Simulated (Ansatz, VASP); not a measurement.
## Zn7PdO8: VASP beside Ansatz

File INCAR:

```
SYSTEM = Zn7PdO8
ALGO = Normal
EDIFF = 1E-6
ENCUT = 520
GGA = PS
ISIF = 2
ISMEAR = 0
ISPIN = 2
LASPH = .TRUE.
LCHARG = .TRUE.
LDAU = .TRUE.
LDAUJ = 0 0 0
LDAUL = 2 -1 -1
LDAUPRINT = 1
LDAUTYPE = 2
LDAUU = 2 0 0
LELF = .TRUE.
LMAXMIX = 4
LORBIT = 11
LREAL = Auto
LVHAR = .TRUE.
LWAVE = .FALSE.
MAGMOM = -0.2 0.01 0.01 0.01 0 0 0 0 -0.14 0 0 0 0.1 0.1 0.1 0
NBANDS = 89
NELM = 150
PREC = Accurate
SIGMA = 0.05
```

The input KPOINTS:

```
k-points
0
G
  3 3 3
  0 0 0
```

POSCAR

```
Zn7PdO8
1.0
    6.4988000000      0.0000000000      0.0000000000
   -3.2494000000      5.6281259000      0.0000000000
    0.0000000000      0.0000000000      5.2038000000
Pd Zn O
1 7 8
Direct
    0.1666666667      0.3333333333      0.0055080751
    0.1625697746      0.8312848873      0.0021773686
    0.6687151127      0.3374302254      0.0021773686
    0.6687151127      0.8312848873      0.0021773686
    0.3364086065      0.1635913935      0.4987452301
    0.3364086065      0.6728172130      0.4987452301
    0.8271827870      0.1635913935      0.4987452301
    0.8333333333      0.6666666667      0.5005415688
    0.1666666667      0.3333333333      0.4101812877
    0.1645051593      0.8322525797      0.3793578361
    0.6677474203      0.3354948407      0.3793578361
    0.6677474203      0.8322525797      0.3793578361
    0.3467667830      0.1532332170      0.8734159128
    0.3467667830      0.6935335660      0.8734159128
    0.8064664340      0.1532332170      0.8734159128
    0.8333333333      0.6666666667      0.8794800252
```

Input for Ansatz:

```yaml
crystal:
  lattice:
    - [6.4988, 0.0, 0.0]
    - [-3.2494, 5.6281259, 0.0]
    - [0.0, 0.0, 5.2038]
  atoms:
    - { symbol: Pd, position: [0.1666666667, 0.3333333333, 0.0055080751], spin: 0.3 }
    - { symbol: Zn, position: [0.1625697746, 0.8312848873, 0.0021773686] }
    - { symbol: Zn, position: [0.6687151127, 0.3374302254, 0.0021773686] }
    - { symbol: Zn, position: [0.6687151127, 0.8312848873, 0.0021773686] }
    - { symbol: Zn, position: [0.3364086065, 0.1635913935, 0.4987452301] }
    - { symbol: Zn, position: [0.3364086065, 0.672817213, 0.4987452301] }
    - { symbol: Zn, position: [0.827182787, 0.1635913935, 0.4987452301] }
    - { symbol: Zn, position: [0.8333333333, 0.6666666667, 0.5005415688] }
    - { symbol: O, position: [0.1666666667, 0.3333333333, 0.4101812877] }
    - { symbol: O, position: [0.1645051593, 0.8322525797, 0.3793578361] }
    - { symbol: O, position: [0.6677474203, 0.3354948407, 0.3793578361] }
    - { symbol: O, position: [0.6677474203, 0.8322525797, 0.3793578361] }
    - { symbol: O, position: [0.346766783, 0.153233217, 0.8734159128] }
    - { symbol: O, position: [0.346766783, 0.693533566, 0.8734159128] }
    - { symbol: O, position: [0.806466434, 0.153233217, 0.8734159128] }
    - { symbol: O, position: [0.8333333333, 0.6666666667, 0.8794800252] }
basis:
  ecutwfc: 420
  ecutrho_ratio: 4
kpoints:
  mp_grid: { grid: [3, 3, 3] }
hamiltonian:
  xc: pbesol
  hubbard:
    sites:
      - { site: 0, l: d, u_eff: 2.0, starting_ns: [{ spin: up, occupation_matrix: s0up }, { spin: down, occupation_matrix: s0down }] }
    occupation_matrices:
      s0up:
        matrix:
          - [0.97, 0.0, 0.0, 0.0, 0.0]
          - [0.0, 0.97, 0.0, 0.0, 0.0]
          - [0.0, 0.0, 0.97, 0.0, 0.0]
          - [0.0, 0.0, 0.0, 0.02, 0.0]
          - [0.0, 0.0, 0.0, 0.0, 0.97]
      s0down:
        matrix:
          - [0.97, 0.0, 0.0, 0.0, 0.0]
          - [0.0, 0.97, 0.0, 0.0, 0.0]
          - [0.0, 0.0, 0.97, 0.0, 0.0]
          - [0.0, 0.0, 0.0, 0.97, 0.0]
          - [0.0, 0.0, 0.0, 0.0, 0.02]
    ns_hold: until_converged
scf:
  occupations: { method: gaussian, width: 0.05 }
  lower_state_search: "off"
  max_iter: 150
output:
  forces: true
  stress: true
  eigenvalues: true
  populations: true
  hubbard: { sites: [{ site: 0, l: d }] }
magnetization:
  spin_polarized: true
```

Alike in both runs: task single point; functional PBEsol; k mesh 3 × 3 × 3; occupations gaussian, width 0.05 eV; collinear spin; Hubbard terms Pd d U = 2.0 eV.

```csv
,VASP,Ansatz
version,VASP 6.6.1,Ansatz 0.2.0
potentials or method,"VASP PAW PBE potentials, release 64 (Pd, Zn, O), cutoff 520 eV","scalar-relativistic, plane waves, PAW"
valence electrons in the cell,142,150
```

Ansatz gave:

- gap on the k mesh at the Fermi level (eV): none
- pressure (GPa): 2.6
- traceless stress, the component that is largest in VASP (GPa): 0.18
- rms of the force components (eV/Å): 0.024
- net moment per atom (μB): 0.01
- size of the moment on the site where the two differ most (μB): 0.18

Q: Which values does VASP return?

A: gap on the k mesh at the Fermi level (eV): none; pressure (GPa): 3.3; traceless stress, the component that is largest in VASP (GPa): 0.23; rms of the force components (eV/Å): 0.072; net moment per atom (μB): 0.13; size of the moment on the site where the two differ most (μB): 1.23.

The net moments are unlike, so the other rows may belong to different states. VASP's potentials were made for PBE, not for PBEsol. Site moments also hang on the region over which each program counts them. The programs project onto different local orbitals, so the same U acts differently, and such runs can settle in different states. Atom by atom the forces differ by 0.094 eV/Å (rms over components). A gap of «none» marks a metal or a gap that the smearing closes. VASP's potentials hold 142 valence electrons a cell and Ansatz's 150, so a difference there can come from the potentials and not from the codes. Ansatz's warnings: filled band counts differ across k points, specified occupation not kept, symmetry narrowed by occupation matrices.

The k mesh is coarse, so the values compare programs but aren't converged.
